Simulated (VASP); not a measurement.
Input of a VASP 6.6.1 run:

INCAR

```
SYSTEM = TaAs
PREC = Accurate ; ENCUT = 520
EDIFF = 1E-7 ; ISMEAR = 0
SIGMA = 0.1 ; LREAL = .FALSE.
LASPH = .TRUE. ; NELM = 80
ALGO = Normal ; ISIF = 2
LWAVE = .FALSE. ; LCHARG = .FALSE.
GGA = PE ; NBANDS = 42
```

Contents of KPOINTS:

```
regular mesh
0
G
  10 10 4
  0 0 0
```

The input POSCAR:

```
TaAs
1.0
    3.4628971702      0.0000000000      0.0000000000
    0.0000000000      3.4628971702      0.0000000000
    0.2346917579      0.0000000000     11.7345878955
Ta As
4 4
Direct
   -0.0031753987      0.5000000000      0.7501941236
    0.5067994972      0.5000000000      0.0001407658
    0.4968246013      0.0000000000      0.2501941236
    0.0067994972      0.0000000000      0.5001407658
    0.4940164993      0.0000000000      0.8324304364
    0.0023594022      0.0000000000      0.0824335142
   -0.0059835007      0.5000000000      0.3324304364
    0.5023594022      0.5000000000      0.5824335142
```

Potentials or basis: VASP PAW PBE potentials, release 64 (Ta_pv, As).

Run with:

```sh
$ cat potpaw_PBE.64/Ta_pv/POTCAR potpaw_PBE.64/As/POTCAR > POTCAR
$ mpirun -np 1 vasp_std > vasp.out
```

Task: Predict the pressure.

Result: 0.5 GPa.

Task: What does it give for the band gap on the k mesh?

Result: 0.08 eV.

Task: Estimate the largest force.

Result: 0.005 eV/Å.

Forces in eV/Å, atoms in the order of the input:
```
Ta   0.002  0.000  0.002
Ta   0.002  0.000  0.001
Ta   0.002  0.000  0.002
Ta   0.002  0.000  0.001
As  -0.003  0.000  0.001
As   0.000  0.000 -0.005
As  -0.003  0.000  0.001
As   0.000  0.000 -0.005
```

Caveat: the cell differs from its parent crystal (shear of c along a, cell held: +2.0 %, then relaxed in part); spin-orbit coupling is left out, which moves the levels of the heavy elements. A k mesh can miss the band edges.
